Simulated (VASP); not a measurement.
# Ta4O (P4/mmm) in VASP: a series of runs

The runs below take Ta4O through single point, with PBE.

Everything below comes from runs of VASP 6.6.1. Logs are shortened: lines on timing, memory, paths and dates and some standing lists are left out, and cuts for length are marked.

**1. The cell of the first run**

Symmetry: P4/mmm, No. 123, tetragonal system. Conventional cell: a = 3.257 Å, b = 3.257 Å, c = 7.409 Å, α = 90.00°, β = 90.00°, γ = 90.00°. Ta (site symmetry 4/mmm) has 4 O at 2.30 Å within 3.0 Å. Within 2.8 Å of Ta (site symmetry 4mm) lie 1 O at 2.10 Å. Within 3.7 Å of Ta (site symmetry 4/mmm) lie 12 Ta at 2.81 to 3.26 Å. Within 2.8 Å of O (site symmetry 4/mmm) lie 6 Ta at 2.10 to 2.30 Å.

**2. Single point, PBE**

INCAR

```
SYSTEM = Ta4O
ALGO = Normal ; EDIFF = 1E-6
ENCUT = 520 ; GGA = PE
ISIF = 2 ; ISMEAR = 0
LASPH = .TRUE. ; LCHARG = .FALSE.
LREAL = .FALSE. ; LWAVE = .FALSE.
NBANDS = 33 ; NELM = 100
PREC = Accurate ; SIGMA = 0.1
```

KPOINTS

```
k-points
0
G
  6 6 3
  0 0 0
```

POSCAR

```
Ta4O
1.0
    3.2574970000      0.0000000000      0.0000000000
    0.0000000000      3.2574970000      0.0000000000
    0.0000000000      0.0000000000      7.4093410000
Ta O
4 1
Direct
    0.0000000000      0.0000000000      0.5000000000
    0.5000000000      0.5000000000      0.7831580000
    0.5000000000      0.5000000000      0.2168420000
    0.0000000000      0.0000000000      0.0000000000
    0.5000000000      0.5000000000      0.5000000000
```

Potentials or basis: VASP PAW PBE potentials, release 64 (Ta_pv, O).

The run is started by

```console
> cat potpaw_PBE.64/Ta_pv/POTCAR potpaw_PBE.64/O/POTCAR > POTCAR
> mpirun -np 1 vasp_std > vasp.out
```

OUTCAR:

```text
SYSTEM = Ta4O
   EDIFF = 1E-6
   ENCUT = 520
   GGA = PE
   ISIF = 2
   ISMEAR = 0
   LASPH = .TRUE.
   LREAL = .FALSE.
   NELM = 100
   PREC = Accurate

 ion  position               nearest neighbor table
   1  0.000  0.000  0.500-   5 2.30   5 2.30   5 2.30   5 2.30   3 3.12   3 3.12   2 3.12   3 3.12
                             2 3.12   2 3.12   3 3.12   2 3.12
   2  0.500  0.500  0.783-   5 2.10   4 2.81   4 2.81   4 2.81   4 2.81   1 3.12   1 3.12   1 3.12
                             1 3.12   3 3.21
   3  0.500  0.500  0.217-   5 2.10   4 2.81   4 2.81   4 2.81   4 2.81   1 3.12   1 3.12   1 3.12
                             1 3.12   2 3.21
   4  0.000  0.000  0.000-   2 2.81   3 2.81   2 2.81   3 2.81   2 2.81   3 2.81   2 2.81   3 2.81

   5  0.500  0.500  0.500-   2 2.10   3 2.10   1 2.30   1 2.30   1 2.30   1 2.30

  LATTYP: Found a simple tetragonal cell.
 ALAT       =     3.2574970000
 C/A-ratio  =     2.2745503680

  Lattice vectors:

 A1 = (   3.2574970000,   0.0000000000,   0.0000000000)
 A2 = (   0.0000000000,   3.2574970000,   0.0000000000)
 A3 = (   0.0000000000,   0.0000000000,   7.4093410000)

Analysis of symmetry for initial positions (statically):
=====================================================================
 Subroutine PRICEL returns:
 Original cell was already a primitive cell.

 Routine SETGRP: Setting up the symmetry group for a
 simple tetragonal supercell.

 Subroutine GETGRP returns: Found 16 space group operations
 (whereof 16 operations were pure point group operations)
 out of a pool of 16 trial point group operations.

The static configuration has the point symmetry D_4h.

Analysis of symmetry for dynamics (positions and initial velocities):
=====================================================================
 Subroutine PRICEL returns:
 Original cell was already a primitive cell.

 Routine SETGRP: Setting up the symmetry group for a
 simple tetragonal supercell.

 Subroutine GETGRP returns: Found 16 space group operations
 (whereof 16 operations were pure point group operations)
 out of a pool of 16 trial point group operations.

The dynamic configuration has the point symmetry D_4h.

 Subroutine INISYM returns: Found 16 space group operations
 (whereof 16 operations are pure point group operations),
 and found     1 'primitive' translations

----------------------------------------------------------------------------------------

                                     Primitive cell

  volume of cell :      78.6226

  direct lattice vectors                    reciprocal lattice vectors
     3.257497000  0.000000000  0.000000000     0.306984166  0.000000000  0.000000000
     0.000000000  3.257497000  0.000000000     0.000000000  0.306984166  0.000000000
     0.000000000  0.000000000  7.409341000     0.000000000  0.000000000  0.134964769

  length of vectors
     3.257497000  3.257497000  7.409341000     0.306984166  0.306984166  0.134964769

  position of ions in fractional coordinates (direct lattice)
     0.000000000  0.000000000  0.500000000
     0.500000000  0.500000000  0.783158000
     0.500000000  0.500000000  0.216842000
     0.000000000  0.000000000  0.000000000
     0.500000000  0.500000000  0.500000000

  ion indices of the primitive-cell ions
   primitive index   ion index
                 1           1
                 2           2
                 3           3
                 4           4
                 5           5

----------------------------------------------------------------------------------------

 KPOINTS: k-points

Automatic generation of k-mesh.
 Grid dimensions read from file:
 generate k-points for:    6    6    3

 Generating k-lattice:

  Cartesian coordinates                     Fractional coordinates (reciprocal lattice)
     0.051164028  0.000000000  0.000000000     0.166666667  0.000000000  0.000000000
     0.000000000  0.051164028  0.000000000     0.000000000  0.166666667  0.000000000
     0.000000000  0.000000000  0.044988256     0.000000000  0.000000000  0.333333333

  Length of vectors
     0.051164028  0.051164028  0.044988256

  Shift w.r.t. Gamma in fractional coordinates (k-lattice)
     0.000000000  0.000000000  0.000000000

 Subroutine IBZKPT returns following result:
 ===========================================

 Found     20 irreducible k-points:

 Following reciprocal coordinates:
            Coordinates               Weight
  0.000000  0.000000  0.000000      1.000000
  0.166667  0.000000  0.000000      4.000000
  0.333333  0.000000  0.000000      4.000000
  0.500000  0.000000  0.000000      2.000000
  0.166667  0.166667  0.000000      4.000000
  0.333333  0.166667  0.000000      8.000000
[... 12 lines left out ...]
  0.500000  0.333333  0.333333      8.000000
  0.500000  0.500000  0.333333      2.000000
   k-points           NKPTS =     20   k-points in BZ     NKDIM =     20   number of bands    NBANDS=     33
   number of dos      NEDOS =    301   number of ions     NIONS =      5
   total plane-waves  NPLWV =  32256
   dimension x,y,z NGX =    24 NGY =   24 NGZ =   56
   dimension x,y,z NGXF=    48 NGYF=   48 NGZF=  112
   ions per type =               4   1
   NGX,Y,Z   is equivalent  to a cutoff of  12.25, 12.25, 12.56 a.u.
   NGXF,Y,Z  is equivalent  to a cutoff of  24.50, 24.50, 25.13 a.u.
 SYSTEM =  Ta4O
   PREC   = accura    normal or accurate (medium, high low for compatibility)
   ISTART =      0    job   : 0-new  1-cont  2-samecut
   ICHARG =      2    charge: 1-file 2-atom 10-const
   ISPIN  =      1    spin polarized calculation?
   LNONCOLLINEAR =      F non collinear calculations
   LSORBIT =      F    spin-orbit coupling
   LASPH  =      T    aspherical Exc in radial PAW
   ENCUT  =  520.0 eV  38.22 Ry    6.18 a.u.   6.06  6.06 13.78*2*pi/ulx,y,z
   NELM   =    100;   NELMIN=  2; NELMDL= -5     # of ELM steps
   EDIFF  = 0.1E-05   stopping-criterion for ELM
   LREAL  =      F    real-space projection
   EDIFFG = 0.1E-04   stopping-criterion for IOM
   NSW    =      0    number of steps for IOM
   IBRION =     -1    ionic relax: 0-MD 1-quasi-New 2-CG
   NFREE  =      0    steps in history (QN), initial steepest desc. (CG)
   ISIF   =      2    stress and relaxation
   ISYM   =      2    0-nonsym 1-usesym 2-fastsym
   POTIM  = 0.5000    time-step for ionic-motion
   TEBEG  =    0.0;   TEEND  =   0.0 temperature during run
   PSTRESS=    0.0 pullay stress
   NELECT =      50.0000    total number of electrons
   NUPDOWN=      -1.0000    fix difference up-down
   EMIN   =  10.00;   EMAX   =-10.00  energy-range for DOS
   EFERMI =   0.00;   METHOD = LEGACY
   ISMEAR =     0;   SIGMA  =   0.10  broadening in eV -4-tet -1-fermi 0-gaus
   EFERMI_NEDOS =   21; number of points for ismear=-14 and -15
   IALGO  =     38    algorithm
   IMIX   =      4    mixing-type and parameters
     AMIX     =   0.40;   BMIX     =  1.00
     AMIX_MAG =   1.60;   BMIX_MAG =  1.00
  volume/ion in A,a.u.               =      15.72       106.11
  Fermi-wavevector in a.u.,A,eV,Ry     =   1.407826  2.660405 26.966391  1.981974
  Thomas-Fermi vector in A             =   2.530046
   LORBIT       =      0    0 simple, 1 ext, 2 COOP (PROOUT), +10 PAW based schemes
   GGA     = PE    functional components
   LHFCALC =     F    Hartree Fock is set to
   AEXX    =    0.0000 exact exchange contribution
   IVDW    =     0    specifies the selected vdW correction
   LEPSILON=     F    determine dielectric tensor
   LRPA    =     F    only Hartree local field effects (RPA)
 non-spin polarized calculation
 Gauss-broadening in eV      SIGMA  =   0.10
  energy-cutoff  :      520.00
  volume of cell :       78.62
 maximum number of plane-waves:      2144
   NGX = 13   NGY = 13   NGZ = 27

 number of electron      50.0000004 magnetization

 Free energy of the ion-electron system (eV)
  ---------------------------------------------------
  ext. energy  EPLUGINS =         0.00000000
  ---------------------------------------------------
  free energy    TOTEN  =       -55.06017145 eV

  energy without entropy =      -55.04957046  energy(sigma->0) =      -55.05487095

 E-fermi :   6.4266     XC(G=0): -12.6005

 val. band max:        6.3847315045   @ k =   0.3333   0.0000   0.0000
 cond. band min:       6.5031935375   @ k =   0.1667   0.0000   0.0000
 fundamental gap:      0.1184620330
 Fermi energy:         6.4265976114

 k-point     1 :       0.0000    0.0000    0.0000
  band No.  band energies     occupation
      1     -29.0894      2.00000
      2     -29.0894      2.00000
      3     -28.7760      2.00000
      4     -28.2326      2.00000
      5     -28.1151      2.00000
      6     -27.9233      2.00000
[... 25 lines left out ...]
     32       8.0824      0.00000
     33       8.8404      0.00000

 k-point     2 :       0.1667    0.0000    0.0000
  band No.  band energies     occupation
      1     -29.1844      2.00000
      2     -29.0785      2.00000
      3     -28.7628      2.00000
      4     -28.2655      2.00000
      5     -28.1417      2.00000
      6     -27.9315      2.00000
[... 25 lines left out ...]
     32       9.0638      0.00000
     33       9.5184      0.00000

 k-point     3 :       0.3333    0.0000    0.0000
  band No.  band energies     occupation
      1     -29.3617      2.00000
      2     -29.0566      2.00000
      3     -28.7507      2.00000
      4     -28.3184      2.00000
      5     -28.1875      2.00000
      6     -27.9889      2.00000
[... 25 lines left out ...]
     32       9.3619      0.00000
     33       9.6989      0.00000

 k-point     4 :       0.5000    0.0000    0.0000
  band No.  band energies     occupation
      1     -29.4454      2.00000
      2     -29.0456      2.00000
      3     -28.7552      2.00000
      4     -28.3367      2.00000
      5     -28.1944      2.00000
      6     -28.0387      2.00000
[... 529 lines left out ...]
     32      10.2485      0.00000
     33      10.5011      0.00000

 k-point    19 :       0.5000    0.3333    0.3333
  band No.  band energies     occupation
      1     -29.3519      2.00000
      2     -29.2558      2.00000
      3     -28.6863      2.00000
      4     -28.2747      2.00000
      5     -28.1806      2.00000
      6     -28.0654      2.00000
[... 25 lines left out ...]
     32      10.2963      0.00000
     33      10.6840      0.00000

 k-point    20 :       0.5000    0.5000    0.3333
  band No.  band energies     occupation
      1     -29.3228      2.00000
      2     -29.3228      2.00000
      3     -28.6644      2.00000
      4     -28.2447      2.00000
      5     -28.2447      2.00000
      6     -28.1483      2.00000
[... 25 lines left out ...]
     32      10.7451      0.00000
     33      10.9979      0.00000

------------------------ aborting loop because EDIFF is reached ----------------------------------------

  FORCE on cell =-STRESS in cart. coord.  units (eV):
  Direction    XX          YY          ZZ          XY          YZ          ZX
  --------------------------------------------------------------------------------------
  -------------------------------------------------------------------------------------
  Total       -0.1899205     -0.1899205     -0.4227512      0.0000000      0.0000000      0.0000000
  in kB       -3.8702117     -3.8702117     -8.6148507      0.0000000      0.0000000      0.0000000
  external PRESSURE =      -5.4517580 kB  Pullay stress =       0.0000000 kB

 VOLUME and BASIS-vectors are now :
 -----------------------------------------------------------------------------
  energy-cutoff  :      520.00
  volume of cell :       78.62
      direct lattice vectors                 reciprocal lattice vectors
     3.257497000  0.000000000  0.000000000     0.306984166  0.000000000  0.000000000
     0.000000000  3.257497000  0.000000000     0.000000000  0.306984166  0.000000000
     0.000000000  0.000000000  7.409341000     0.000000000  0.000000000  0.134964769

 POSITION                                       TOTAL-FORCE (eV/Angst)
 -----------------------------------------------------------------------------------
      0.00000      0.00000      3.70467        -0.000000     -0.000000      0.000000
      1.62875      1.62875      5.80268         0.000000     -0.000000     -0.072905
      1.62875      1.62875      1.60666        -0.000000      0.000000      0.072905
      0.00000      0.00000      0.00000        -0.000000     -0.000000      0.000000
      1.62875      1.62875      3.70467        -0.000000     -0.000000      0.000000
 -----------------------------------------------------------------------------------
    total drift:                                0.000000     -0.000000      0.000000

  FREE ENERGIE OF THE ION-ELECTRON SYSTEM (eV)
  ---------------------------------------------------
  free  energy   TOTEN  =       -55.0601714485 eV

  energy  without entropy=      -55.0495704578  energy(sigma->0) =      -55.05487095
```

Run time: 20 s. Hardware: 1 thread of Intel Xeon 6975P-C (Granite Rapids), shared host; peak memory 0.19 GiB.

What came out:

* Free energy: -55.0602 eV
* Pressure: -0.5 GPa
* Largest force: 0.073 eV/Å
* Band gap on the k mesh: zero (band 25 reaches 6.64 eV, above the bottom of band 26 at 6.31 eV)

Forces in eV/Å, atoms in the order of the input:
```
Ta   0.000  0.000  0.000
Ta   0.000  0.000 -0.073
Ta   0.000  0.000  0.073
Ta   0.000  0.000  0.000
O    0.000  0.000  0.000
```

Levels at points of the mesh, in eV from the Fermi level:
```csv
k point,band 22,band 23,band 24,band 25,band 26,band 27,band 28,band 29
"(0.00, 0.00, 0.00)",-1.59,-0.45,-0.45,-0.18,0.53,1.00,1.00,1.30
"(0.50, 0.00, 0.00)",-1.11,-0.95,-0.68,0.21,0.87,0.98,1.26,1.72
"(0.50, 0.50, 0.00)",-1.54,-1.54,-0.69,-0.69,1.72,2.39,2.73,2.73
```

Caveat: spin-orbit coupling is left out, which moves the levels of the heavy elements.

**3. Single point, PBE**

INCAR

```
ALGO = Normal ; EDIFF = 1E-7
ENCUT = 520 ; GGA = PE
ISIF = 2 ; ISMEAR = 0
LASPH = T ; LCHARG = T
LELF = T ; LREAL = F
LVHAR = T ; LWAVE = F
NBANDS = 33 ; NELM = 100
PREC = Accurate ; SIGMA = 0.2
```

KPOINTS

```
k-points
0
Gamma
  6 6 3
```

POSCAR is that of step 2.

Potentials or basis: VASP PAW PBE potentials, release 64 (Ta_pv, O).

The run is started by

```console
> cat potpaw_PBE.64/Ta_pv/POTCAR potpaw_PBE.64/O/POTCAR > POTCAR
> mpirun -np 1 vasp_std > vasp.out
```

It took 25 s on 1 thread of Intel Xeon 6975P-C (Granite Rapids), shared host; peak memory 0.19 GiB.

The run converged. Its results:

```yaml
Free_energy: -55.0800 eV
Pressure: -0.4 GPa
Largest_force: 0.030 eV/Å
Band_gap_on_the_k_mesh: zero (band 25 reaches 6.63 eV, above the bottom of band 26 at 6.30 eV)
```

Forces in eV/Å, atoms in the order of the input:
```
Ta   0.000  0.000  0.000
Ta   0.000  0.000 -0.030
Ta   0.000  0.000  0.030
Ta   0.000  0.000  0.000
O    0.000  0.000  0.000
```

Stress tensor (GPa, compression positive):
```
-0.30  0.00  0.00
 0.00 -0.30  0.00
 0.00  0.00 -0.70
```

Levels at points of the mesh, in eV from the Fermi level:
```
           k point  band 23  band 24  band 25  band 26  band 27  band 28
(0.00, 0.00, 0.00)    -0.45    -0.45    -0.19     0.53     1.01     1.01
(0.50, 0.00, 0.00)    -0.94    -0.68     0.21     0.88     0.95     1.27
(0.50, 0.50, 0.00)    -1.53    -0.69    -0.69     1.69     2.38     2.73
```

Caveat: spin-orbit coupling is left out, which moves the levels of the heavy elements.

**4. Single point, PBE**

INCAR

```
SYSTEM = Ta4O
PREC     = Accurate       ! precision mode
ENCUT    = 520            ! plane-wave cutoff, eV
EDIFF    = 1E-6           ! SCF threshold, eV
ISMEAR   = 0              ! smearing method
SIGMA    = 0.4            ! smearing width, eV
LREAL    = .FALSE.        ! projectors in reciprocal space
LASPH    = .TRUE.         ! aspherical terms in the spheres
NELM     = 100            ! most SCF steps
ALGO     = Normal         ! electronic algorithm
ISIF     = 2              ! what is computed and relaxed
LWAVE    = .FALSE.        ! write WAVECAR
LCHARG   = .TRUE.         ! write CHGCAR
GGA      = PE             ! functional
LELF     = .TRUE.         ! ELF
LVHAR    = .TRUE.       
NBANDS   = 33             ! bands
```

KPOINTS

```
regular mesh
0
G
  6 6 3
  0 0 0
```

POSCAR is that of step 3.

The run is started by

```console
> cat potpaw_PBE.64/Ta_pv/POTCAR potpaw_PBE.64/O/POTCAR > POTCAR
> mpirun -np 1 vasp_std > vasp.out
```

Run time: 30 s. Hardware: 1 thread of AMD EPYC 9R45 (Zen 5), shared host; peak memory 0.16 GiB.

It converged, with:

```
Free energy            : -55.1630 eV
Pressure               : -0.2 GPa
Largest force          : 0.009 eV/Å
Band gap on the k mesh : zero (band 25 reaches 6.63 eV, above the bottom of band 26 at 6.29 eV)
```

Forces in eV/Å, atoms in the order of the input:
```
Ta   0.000  0.000  0.000
Ta   0.000  0.000 -0.009
Ta   0.000  0.000  0.009
Ta   0.000  0.000  0.000
O    0.000  0.000  0.000
```

Stress tensor (GPa, compression positive):
```
-0.12  0.00  0.00
 0.00 -0.12  0.00
 0.00  0.00 -0.37
```

Levels at points of the mesh, in eV from the Fermi level:
```tsv
k point	band 21	band 22	band 23	band 24	band 25	band 26	band 27	band 28	band 29	band 30
(0.00, 0.00, 0.00)	-2.60	-1.56	-0.45	-0.45	-0.20	0.53	1.02	1.02	1.30	1.64
(0.50, 0.00, 0.00)	-1.48	-1.10	-0.93	-0.67	0.21	0.90	0.94	1.29	1.72	1.95
(0.50, 0.50, 0.00)	-2.04	-1.51	-1.51	-0.67	-0.67	1.67	2.39	2.74	2.74	3.19
```

Caveat: spin-orbit coupling is left out, which moves the levels of the heavy elements.

**5. The runs side by side**

| smearing | gap on the mesh (eV) | pressure (GPa) | largest force (eV/Å) |
| --- | --- | --- | --- |
| gaussian 0.1 eV | none | -0.5 | 0.07 |
| gaussian 0.2 eV | none | -0.4 | 0.03 |
| gaussian 0.4 eV | none | -0.2 | 0.01 |

Alike in all rows: task single point; level PBE; potentials or basis VASP PAW PBE potentials, release 64 (Ta_pv, O); no spin polarisation; cell as given; k mesh 6 × 6 × 3; cutoff (eV) 520.

Every run on the cell as given and a fine mesh finds a metal.

Caveats: spin-orbit coupling is left out, which moves the levels of the heavy elements.

Absolute energies hang on the potentials; compare differences alone.
